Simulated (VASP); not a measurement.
Runs of VASP 6.6.1 on KBr. The structure is that of space group Immm (No. 71), or close to it. The cells are those of the table. 

```tsv
cell	gap on the mesh (eV)	pressure (GPa)
a = 4.423, b = 4.659, c = 4.659 Å, angles 63.3, 61.7, 61.7°, 2 atoms	(a)	0.2
a = 4.831, b = 4.658, c = 4.658 Å, angles 57.5, 58.8, 58.8°, 2 atoms	4.99	0.2
a = 4.802, b = 4.657, c = 4.657 Å, angles 57.9, 59.0, 59.0°, 2 atoms	5.01	0.2
a = 4.860, b = 4.659, c = 4.659 Å, angles 57.1, 58.6, 58.6°, 2 atoms	4.97	0.2
```

Alike in all rows: task single point; level r2SCAN; potentials or basis VASP PAW PBE potentials, release 64 (K_sv, Br); no spin polarisation; k mesh 6 × 6 × 6; cutoff (eV) 520; smearing gaussian 0.05 eV.

Problem. Estimate the missing entries.

Solution. (a) 4.94.

Caveats: the PAW data sets were made with another functional, which shifts forces and pressure a little.

A k mesh can miss the band edges, and the runs leave out spin-orbit coupling on Br.
